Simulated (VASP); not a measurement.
Wanted: the native input for a VASP 6.6.1 run.

| Item | Value |
| --- | --- |
| Task | single point |
| Functional | PBE |
| Potentials or basis | VASP PAW PBE potentials, release 64 (Mg, Zn, O) |
| Cutoff | 520 eV |
| k mesh | 12 × 12 × 4 |
| Occupations | gaussian, width 0.1 eV |
| Spin | no spin polarisation |
| Dipole correction | no |
| Further INCAR settings | ALGO = Normal; EDIFF = 1e-06; NBANDS = 32 |

The structure of Mg2Zn3O lies in POSCAR:

```
Mg2Zn3O
1.0
    2.9858142370      0.0000000000      0.0000000000
   -1.4929071185      2.5857909802      0.0000000000
    0.0000000000      0.0000000000     11.0532267142
Mg Zn O
2 3 1
Direct
    0.6666666667      0.3333333333      0.8875131220
    0.3333333333      0.6666666667      0.1124868780
    0.3333333333      0.6666666667      0.6867519274
    0.0000000000      0.0000000000      0.5000000000
    0.6666666667      0.3333333333      0.3132480726
    0.0000000000      0.0000000000      0.0000000000
```

This cell differs from its parent crystal: volume scaled by 0.97, then relaxed in part.

The input as run:

INCAR

```
SYSTEM = Mg2Zn3O
  ALGO = Normal
  EDIFF = 1E-6
  ENCUT = 520
  GGA = PE
  ISIF = 2
  ISMEAR = 0
  LASPH = .True.
  LCHARG = .False.
  LREAL = .False.
  LWAVE = .False.
  NBANDS = 32
  NELM = 100
  PREC = Accurate
  SIGMA = 0.1
```

KPOINTS

```
k-points
0
Gamma
  12 12 4
  0 0 0
```

Potentials or basis: VASP PAW PBE potentials, release 64 (Mg, Zn, O).

Command:

```console
$ cat potpaw_PBE.64/Mg/POTCAR potpaw_PBE.64/Zn/POTCAR potpaw_PBE.64/O/POTCAR > POTCAR
$ mpirun -np 1 vasp_std > vasp.out
```

It gave:

```
Pressure               : 2.2 GPa
Largest force          : 0.021 eV/Å
Band gap on the k mesh : zero (band 23 reaches 4.83 eV, above the bottom of band 24 at 3.08 eV)
```

Run time: 79 s on 1 thread of Intel(R) Xeon(R) 6975P-C (Granite Rapids), with other jobs on the host, peak memory 0.32 GiB.
